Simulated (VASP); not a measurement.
Here is a VASP 6.6.1 calculation.

The input INCAR:

```
SYSTEM = FeSi
ALGO = Normal
EDIFF = 1E-7
ENCUT = 520
GGA = PE
ISIF = 2
ISMEAR = 0
LASPH = .TRUE.
LCHARG = .FALSE.
LREAL = .FALSE.
LWAVE = .FALSE.
NBANDS = 34
NELM = 60
PREC = Accurate
SIGMA = 0.01
```

Contents of KPOINTS:

```
k-points
0
G
  8 8 8
  0 0 0
```

The input POSCAR:

```
FeSi
1.0
    4.3103770949      0.0000000000      0.0000000000
    0.0000000000      4.3103770949      0.0000000000
    0.0000000000      0.0000000000      4.3103770949
Fe Si
4 4
Direct
    0.1395979673      0.1395979673      0.1395979673
    0.3604020327      0.8604020327      0.6395979673
    0.6395979673      0.3604020327      0.8604020327
    0.8604020327      0.6395979673      0.3604020327
    0.8423393827      0.8423393827      0.8423393827
    0.6576606173      0.1576606173      0.3423393827
    0.3423393827      0.6576606173      0.1576606173
    0.1576606173      0.3423393827      0.6576606173
```

Potentials or basis: VASP PAW PBE potentials, release 64 (Fe, Si).

The run is started by

```sh
$ cat potpaw_PBE.64/Fe/POTCAR potpaw_PBE.64/Si/POTCAR > POTCAR
$ mpirun -np 1 vasp_std > vasp.out
```

(1) What does it give for the largest force?

(2) Estimate the pressure.

Results:

(1) 0.041 eV/Å.

(2) 26.0 GPa.
